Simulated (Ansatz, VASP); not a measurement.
## AlNi3 in VASP and in Ansatz

Contents of INCAR:

```
SYSTEM = AlNi3
ALGO = Fast
EDIFF = 1E-7
ENCUT = 520
GGA = PE
ISIF = 2
ISMEAR = 0
ISPIN = 2
LASPH = .True.
LCHARG = .False.
LMAXMIX = 4
LORBIT = 11
LREAL = .False.
LWAVE = .False.
MAGMOM = 0 -0.3 -0.3 -0.3
NBANDS = 28
NELM = 150
PREC = Accurate
SIGMA = 0.1
```

The input KPOINTS:

```
k-points
0
Gamma
  14 14 14
  0 0 0
```

POSCAR

```
AlNi3
1.0
    3.4939462814      0.0000000000      0.0000000000
    0.0000000000      3.4939462814      0.0000000000
    0.0000000000      0.0000000000      3.4939462814
Al Ni
1 3
Direct
    0.0000000000      0.0000000000      0.0000000000
    0.0000000000      0.5000000000      0.5000000000
    0.5000000000      0.0000000000      0.5000000000
    0.5000000000      0.5000000000      0.0000000000
```

Input for Ansatz:

```yaml
crystal:
  lattice:
    - [3.4939462814, 0.0, 0.0]
    - [0.0, 3.4939462814, 0.0]
    - [0.0, 0.0, 3.4939462814]
  atoms:
    - { symbol: Al, position: [0.0, 0.0, 0.0] }
    - { symbol: Ni, position: [0.0, 0.5, 0.5], spin: -0.3 }
    - { symbol: Ni, position: [0.5, 0.0, 0.5], spin: -0.3 }
    - { symbol: Ni, position: [0.5, 0.5, 0.0], spin: -0.3 }
basis:
  ecutwfc: 420
kpoints:
  mp_grid: { grid: [14, 14, 14] }
hamiltonian:
  xc: pbe
scf:
  occupations: { method: gaussian, width: 0.1 }
output:
  forces: true
  stress: true
  eigenvalues: true
  populations: true
magnetization:
  spin_polarized: true
```

Alike in both runs: task single point; functional PBE; k mesh 14 × 14 × 14; occupations gaussian, width 0.1 eV; collinear spin.

|  | VASP | Ansatz |
| --- | --- | --- |
| version | VASP 6.6.1 | Ansatz 0.2.0 |
| potentials or method | VASP PAW PBE potentials, release 64 (Al, Ni), cutoff 520 eV | scalar-relativistic, plane waves, PAW |
| valence electrons in the cell | 33 | 57 |

```tsv
	VASP	Ansatz	Ansatz less VASP
gap on the k mesh at the Fermi level (eV)	none	none	-
pressure (GPa)	12.9	13.0	+0.10
net moment per atom (μB)	0.17	0.18	+0.007
size of the moment on the site where the two differ most (μB)	0.24	0.26	+0.022
```

Site moments also hang on the region over which each program counts them. A gap of «none» marks a metal or a gap that the smearing closes. VASP's potentials hold 33 valence electrons a cell and Ansatz's 57, so a difference there can come from the potentials and not from the codes.
